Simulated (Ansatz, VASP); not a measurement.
## One calculation of CdSe, two programs

```
CELL_PARAMETERS angstrom
4.30000 0.00000 0.00000
-2.15000 3.72391 0.00000
0.00000 0.00000 7.02000
ATOMIC_POSITIONS crystal
Cd 0.33333 0.66667 0.00000
Cd 0.66667 0.33333 0.50000
Se 0.33333 0.66667 0.38500
Se 0.66667 0.33333 0.88500
```

Alike in both runs: task relaxation of cell and atoms; functional PBE; k mesh 6 × 6 × 4; no spin polarisation.

|  | VASP | Ansatz |
| --- | --- | --- |
| version | VASP 6.6.1 | Ansatz 0.2.0 |
| potentials or method | VASP PAW PBE potentials, release 64 (Cd, Se) | plane waves, PAW |
| plane-wave cutoff (eV) | 600 | 420 |
| occupations | gaussian, width 0.01 eV | fixed |
| valence electrons in the cell | 36 | 72 |

Ansatz gave:

| Item | Value |
| --- | --- |
| relaxed volume (Å³/atom) | 29.76 |
| relaxed cell length with the largest relative difference (Å) | 4.383 |

What did VASP give for the same quantities?

Relaxed volume (Å³/atom): 29.90; relaxed cell length with the largest relative difference (Å): 4.390.

VASP's potentials hold 36 valence electrons a cell and Ansatz's 72, so a difference there can come from the potentials and not from the codes.
